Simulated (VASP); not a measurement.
# Au (I4/mmm) in VASP: further runs

Au is run at these levels: PBEsol; tasks: single point.

Program: VASP 6.6.1. These are calculated values, not measurements. Logs are shortened: lines on timing, memory, paths and dates and some standing lists are left out, and cuts for length are marked.

### Step 1. The cell of the first run

It takes space group I4/mmm (No. 139, tetragonal). Conventional cell: a = 3.215 Å, b = 3.215 Å, c = 3.315 Å, α = 90.00°, β = 90.00°, γ = 90.00°. Within 3.7 Å of Au (site symmetry 4/mmm) lie 14 Au at 2.81 to 3.31 Å.

### Step 2. Single point, PBEsol (strain -0.030 along x and y, +0.000 along z)

Contents of INCAR:

```
ALGO     = Normal         # electronic algorithm
EDIFF    = 1E-6           # SCF threshold, eV
ENCUT    = 520            # plane-wave cutoff, eV
GGA      = PS             # functional
ISIF     = 2              # what is computed and relaxed
ISMEAR   = 0              # smearing method
LASPH    = True           # aspherical terms in the spheres
LCHARG   = True           # write CHGCAR
LELF     = True           # ELF
LREAL    = False          # projectors in reciprocal space
LVHAR    = True         
LWAVE    = False          # write WAVECAR
NBANDS   = 12             # bands
NELM     = 100            # most SCF steps
PREC     = Accurate       # precision mode
SIGMA    = 0.15           # smearing width, eV
```

Contents of KPOINTS:

```
k-points
0
Gamma
  20 20 20
```

Contents of POSCAR:

```
Au
1.0
   -1.6075509300      1.6075509300      1.6572690000
    1.6075509300     -1.6075509300      1.6572690000
    1.6075509300      1.6075509300     -1.6572690000
Au
1
Direct
    0.0000000000      0.0000000000      0.0000000000
```

Potentials or basis: VASP PAW PBE potentials, release 64 (Au).

Started as:

```
$ cat potpaw_PBE.64/Au/POTCAR > POTCAR
$ mpirun -np 1 vasp_std > vasp.out
```

OUTCAR:

```text
EDIFF = 1E-6
   ENCUT = 520
   GGA = PS
   ISIF = 2
   ISMEAR = 0
   LASPH = True
   LREAL = False
   NELM = 100
   PREC = Accurate

 ion  position               nearest neighbor table
   1  0.000  0.000  0.000-

  LATTYP: Found a body centered tetragonal cell.
 ALAT       =     3.2151018600
 C/A-ratio  =     1.0309278351

  Lattice vectors:

 A1 = (  -1.6075509300,   1.6075509300,   1.6572690000)
 A2 = (   1.6075509300,  -1.6075509300,   1.6572690000)
 A3 = (   1.6075509300,   1.6075509300,  -1.6572690000)

Analysis of symmetry for initial positions (statically):
=====================================================================
 Subroutine PRICEL returns:
 Original cell was already a primitive cell.

 Routine SETGRP: Setting up the symmetry group for a
 body centered tetragonal supercell.

 Subroutine GETGRP returns: Found 16 space group operations
 (whereof 16 operations were pure point group operations)
 out of a pool of 16 trial point group operations.

The static configuration has the point symmetry D_4h.

Analysis of symmetry for dynamics (positions and initial velocities):
=====================================================================
 Subroutine PRICEL returns:
 Original cell was already a primitive cell.

 Routine SETGRP: Setting up the symmetry group for a
 body centered tetragonal supercell.

 Subroutine GETGRP returns: Found 16 space group operations
 (whereof 16 operations were pure point group operations)
 out of a pool of 16 trial point group operations.

The dynamic configuration has the point symmetry D_4h.

 Subroutine INISYM returns: Found 16 space group operations
 (whereof 16 operations are pure point group operations),
 and found     1 'primitive' translations

----------------------------------------------------------------------------------------

                                     Primitive cell

  volume of cell :      17.1310

  direct lattice vectors                    reciprocal lattice vectors
    -1.607550930  1.607550930  1.657269000     0.000000000  0.311032136  0.301701172
     1.607550930 -1.607550930  1.657269000     0.311032136  0.000000000  0.301701172
     1.607550930  1.607550930 -1.657269000     0.311032136  0.311032136  0.000000000

  length of vectors
     2.813357518  2.813357518  2.813357518     0.433318113  0.433318113  0.439865866

  position of ions in fractional coordinates (direct lattice)
     0.000000000  0.000000000  0.000000000

  ion indices of the primitive-cell ions
   primitive index   ion index
                 1           1

----------------------------------------------------------------------------------------

 KPOINTS: k-points

Automatic generation of k-mesh.
 Grid dimensions read from file:
 generate k-points for:   20   20   20

 Generating k-lattice:

  Cartesian coordinates                     Fractional coordinates (reciprocal lattice)
     0.000000000  0.015551607  0.015085059     0.050000000  0.000000000  0.000000000
     0.015551607  0.000000000  0.015085059     0.000000000  0.050000000  0.000000000
     0.015551607  0.015551607  0.000000000     0.000000000  0.000000000  0.050000000

  Length of vectors
     0.021665906  0.021665906  0.021993293

  Shift w.r.t. Gamma in fractional coordinates (k-lattice)
     0.000000000  0.000000000  0.000000000

 Subroutine IBZKPT returns following result:
 ===========================================

 Found    641 irreducible k-points:

 Following reciprocal coordinates:
            Coordinates               Weight
  0.000000  0.000000  0.000000      1.000000
  0.050000 -0.000000  0.000000      8.000000
  0.100000  0.000000 -0.000000      8.000000
  0.150000  0.000000 -0.000000      8.000000
  0.200000  0.000000 -0.000000      8.000000
  0.250000 -0.000000  0.000000      8.000000
[... 16 lines left out ...]
 -0.400000  0.050000  0.000000     16.000000
 -0.350000  0.050000  0.000000     16.000000
 [... further k-points ...]
   k-points           NKPTS =    641   k-points in BZ     NKDIM =    641   number of bands    NBANDS=     12
   number of dos      NEDOS =    301   number of ions     NIONS =      1
   total plane-waves  NPLWV =  13824
   dimension x,y,z NGX =    24 NGY =   24 NGZ =   24
   dimension x,y,z NGXF=    48 NGYF=   48 NGZF=   48
   ions per type =               1
   NGX,Y,Z   is equivalent  to a cutoff of  14.18, 14.18, 14.18 a.u.
   NGXF,Y,Z  is equivalent  to a cutoff of  28.36, 28.36, 28.36 a.u.
 SYSTEM =  unknown system
   PREC   = accura    normal or accurate (medium, high low for compatibility)
   ISTART =      0    job   : 0-new  1-cont  2-samecut
   ICHARG =      2    charge: 1-file 2-atom 10-const
   ISPIN  =      1    spin polarized calculation?
   LNONCOLLINEAR =      F non collinear calculations
   LSORBIT =      F    spin-orbit coupling
   LASPH  =      T    aspherical Exc in radial PAW
   ENCUT  =  520.0 eV  38.22 Ry    6.18 a.u.   5.23  5.23  5.23*2*pi/ulx,y,z
   NELM   =    100;   NELMIN=  2; NELMDL= -5     # of ELM steps
   EDIFF  = 0.1E-05   stopping-criterion for ELM
   LREAL  =      F    real-space projection
   EDIFFG = 0.1E-04   stopping-criterion for IOM
   NSW    =      0    number of steps for IOM
   IBRION =     -1    ionic relax: 0-MD 1-quasi-New 2-CG
   NFREE  =      0    steps in history (QN), initial steepest desc. (CG)
   ISIF   =      2    stress and relaxation
   ISYM   =      2    0-nonsym 1-usesym 2-fastsym
   POTIM  = 0.5000    time-step for ionic-motion
   TEBEG  =    0.0;   TEEND  =   0.0 temperature during run
   PSTRESS=    0.0 pullay stress
   NELECT =      11.0000    total number of electrons
   NUPDOWN=      -1.0000    fix difference up-down
   EMIN   =  10.00;   EMAX   =-10.00  energy-range for DOS
   EFERMI =   0.00;   METHOD = LEGACY
   ISMEAR =     0;   SIGMA  =   0.15  broadening in eV -4-tet -1-fermi 0-gaus
   EFERMI_NEDOS =   21; number of points for ismear=-14 and -15
   IALGO  =     38    algorithm
   IMIX   =      4    mixing-type and parameters
     AMIX     =   0.40;   BMIX     =  1.00
     AMIX_MAG =   1.60;   BMIX_MAG =  1.00
  volume/ion in A,a.u.               =      17.13       115.61
  Fermi-wavevector in a.u.,A,eV,Ry     =   1.412358  2.668970 27.140304  1.994756
  Thomas-Fermi vector in A             =   2.534115
   LORBIT       =      0    0 simple, 1 ext, 2 COOP (PROOUT), +10 PAW based schemes
   GGA     = PS    functional components
   LHFCALC =     F    Hartree Fock is set to
   AEXX    =    0.0000 exact exchange contribution
   IVDW    =     0    specifies the selected vdW correction
   LEPSILON=     F    determine dielectric tensor
   LRPA    =     F    only Hartree local field effects (RPA)
 non-spin polarized calculation
 Gauss-broadening in eV      SIGMA  =   0.15
  energy-cutoff  :      520.00
  volume of cell :       17.13
 maximum number of plane-waves:       474
 NGX is ok and might be reduce to    24
   NGX = 11   NGY = 11   NGZ = 11

 number of electron      11.0000001 magnetization

 Free energy of the ion-electron system (eV)
  ---------------------------------------------------
  ext. energy  EPLUGINS =         0.00000000
  ---------------------------------------------------
  free energy    TOTEN  =        -3.90471401 eV

  energy without entropy =       -3.90205301  energy(sigma->0) =       -3.90338351

 E-fermi :   9.2103     XC(G=0): -12.8563

 val. band max:        9.2065264920   @ k =  -0.2000   0.4000   0.2000
 cond. band min:       9.2308337386   @ k =   0.4000   0.1000   0.0000
 fundamental gap:      0.0243072466
 Fermi energy:         9.2102555034

 k-point     1 :       0.0000    0.0000    0.0000
  band No.  band energies     occupation
      1      -0.6631      2.00000
      2       4.2991      2.00000
      3       4.2991      2.00000
      4       4.4951      2.00000
      5       6.1732      2.00000
      6       6.4008      2.00000
      7      25.3471      0.00000
      8      25.8684      0.00000
      9      25.8684      0.00000
     10      32.7285      0.00000
     11      33.7772      0.00000
     12      33.7772      0.00000

 k-point     2 :       0.0500   -0.0000    0.0000
  band No.  band energies     occupation
      1      -0.5717      2.00000
      2       4.3029      2.00000
      3       4.3089      2.00000
      4       4.5211      2.00000
      5       6.1475      2.00000
      6       6.3901      2.00000
      7      25.3799      0.00000
      8      25.8606      0.00000
      9      25.9855      0.00000
     10      31.6774      0.00000
     11      32.4526      0.00000
     12      33.4229      0.00000

 k-point     3 :       0.1000    0.0000   -0.0000
  band No.  band energies     occupation
      1      -0.3033      2.00000
      2       4.2661      2.00000
      3       4.3120      2.00000
      4       4.6723      2.00000
      5       6.0736      2.00000
      6       6.3716      2.00000
      7      25.3591      0.00000
      8      25.7481      0.00000
      9      26.3292      0.00000
     10      30.3523      0.00000
     11      30.9538      0.00000
     12      32.4642      0.00000
[... 286 lines left out ...]
 k-point    23 :      -0.4000    0.0500    0.0000
  band No.  band energies     occupation
      1       2.0143      2.00000
      2       3.4967      2.00000
      3       5.6647      2.00000
      4       6.1796      2.00000
      5       6.5571      2.00000
      6       7.4270      2.00000
      7      15.9207      0.00000
      8      22.3316      0.00000
      9      24.2840      0.00000
     10      30.3072      0.00000
     11      31.0551      0.00000
     12      32.4032      0.00000

 k-point    24 :      -0.3500    0.0500    0.0000
  band No.  band energies     occupation
      1       1.8854      2.00000
      2       3.6198      2.00000
      3       5.0455      2.00000
      4       5.9590      2.00000
      5       6.4744      2.00000
      6       6.8199      2.00000
      7      17.9425      0.00000
      8      22.9512      0.00000
      9      25.3385      0.00000
     10      29.5644      0.00000
     11      30.7221      0.00000
     12      32.0952      0.00000

 [... further k-points ...]
[... 5 lines left out ...]
  --------------------------------------------------------------------------------------
  -------------------------------------------------------------------------------------
  Total       -0.1228556     -0.1228556     -0.1122964      0.0000000      0.0000000      0.0000000
  in kB      -11.4900832    -11.4900832    -10.5025261      0.0000000      0.0000000      0.0000000
  external PRESSURE =     -11.1608975 kB  Pullay stress =       0.0000000 kB

 VOLUME and BASIS-vectors are now :
 -----------------------------------------------------------------------------
  energy-cutoff  :      520.00
  volume of cell :       17.13
      direct lattice vectors                 reciprocal lattice vectors
    -1.607550930  1.607550930  1.657269000     0.000000000  0.311032136  0.301701172
     1.607550930 -1.607550930  1.657269000     0.311032136  0.000000000  0.301701172
     1.607550930  1.607550930 -1.657269000     0.311032136  0.311032136  0.000000000

 POSITION                                       TOTAL-FORCE (eV/Angst)
 -----------------------------------------------------------------------------------
      0.00000      0.00000      0.00000        -0.000000     -0.000000      0.000000
 -----------------------------------------------------------------------------------
    total drift:                                0.000000      0.000000      0.000000

  FREE ENERGIE OF THE ION-ELECTRON SYSTEM (eV)
  ---------------------------------------------------
  free  energy   TOTEN  =        -3.9047140079 eV

  energy  without entropy=       -3.9020530051  energy(sigma->0) =       -3.90338351
```

It took 50 s on 1 thread of Intel Xeon Platinum 8488C (Sapphire Rapids), shared host; peak memory 0.24 GiB.

Results:

* Free energy: -3.9047 eV
* Pressure: -1.1 GPa

Stress tensor (GPa, compression positive):
```
-1.15  0.00  0.00
 0.00 -1.15  0.00
 0.00  0.00 -1.05
```

Caveat: the cell differs from its parent crystal (strain -0.030 along x and y, +0.000 along z); the PAW data sets were made with another functional, which shifts forces and pressure a little; spin-orbit coupling is left out, which moves the levels of the heavy elements.

### Step 3. Single point, PBEsol (strain -0.015 along x and y, -0.030 along z)

Contents of INCAR:

```
SYSTEM = Au
  ALGO = Normal
  EDIFF = 1E-6
  ENCUT = 520
  GGA = PS
  ISIF = 2
  ISMEAR = 0
  LASPH = .True.
  LCHARG = .False.
  LREAL = .False.
  LWAVE = .False.
  NBANDS = 12
  NELM = 60
  PREC = Accurate
  SIGMA = 0.15
```

Contents of KPOINTS:

```
k-points
0
Gamma
  20 20 20
  0 0 0
```

Contents of POSCAR:

```
Au
1.0
   -1.6324099650      1.6324099650      1.6075509300
    1.6324099650     -1.6324099650      1.6075509300
    1.6324099650      1.6324099650     -1.6075509300
Au
1
Direct
    0.0000000000      0.0000000000      0.0000000000
```

Potentials or basis: VASP PAW PBE potentials, release 64 (Au).

Started as:

```
$ cat potpaw_PBE.64/Au/POTCAR > POTCAR
$ mpirun -np 1 vasp_std > vasp.out
```

Run time: 50 s. Hardware: 1 thread of Intel Xeon Platinum 8488C (Sapphire Rapids), shared host; peak memory 0.25 GiB.

Results (log left out):

- Free energy: -3.9047 eV
- Pressure: -1.2 GPa

Levels at points of the mesh, in eV from the Fermi level:
```csv
k point,band 3,band 4,band 5,band 6,band 7,band 8,band 9,band 10
"(0.00, 0.00, 0.00)",-4.81,-4.81,-2.98,-2.86,16.39,16.39,16.67,24.03
"(0.50, 0.00, 0.00)",-3.03,-2.68,-1.37,-0.66,3.55,12.26,13.71,21.58
"(0.50, 0.50, 0.00)",-3.15,-2.75,-1.39,-0.75,3.43,12.47,14.07,22.06
"(0.50, 0.50, 0.50)",-1.77,-1.77,-1.74,6.08,6.08,6.53,9.61,15.77
```

Caveat: the cell differs from its parent crystal (strain -0.015 along x and y, -0.030 along z); the PAW data sets were made with another functional, which shifts forces and pressure a little; spin-orbit coupling is left out, which moves the levels of the heavy elements.
